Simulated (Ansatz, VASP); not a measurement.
**Co in VASP and in Ansatz**

```
Co
1.0
     0.00000    1.68159    1.68159
     1.68159    0.00000    1.68159
     1.68159    1.68159    0.00000
Co
1
Direct
  0.00000 0.00000 0.00000
```

Alike in both runs: task single point; functional PBEsol; k mesh 18 × 18 × 18; occupations fermi-dirac, width 0.1 eV; no spin polarisation.

```csv
,VASP,Ansatz
version,VASP 6.6.1,Ansatz 0.2.0
potentials or method,"VASP PAW PBE potentials, release 64 (Co), cutoff 520 eV","plane waves (420 eV) with PAW, scalar-relativistic"
valence electrons in the cell,9,17
```

|  | VASP | Ansatz | Ansatz less VASP |
| --- | --- | --- | --- |
| pressure (GPa) | 11.5 | 12.9 | +1.37 |

VASP's potentials were made for PBE, not for PBEsol, and Ansatz warns of the same on its side. VASP's potentials hold 9 valence electrons a cell and Ansatz's 17, so a difference there can come from the potentials and not from the codes.
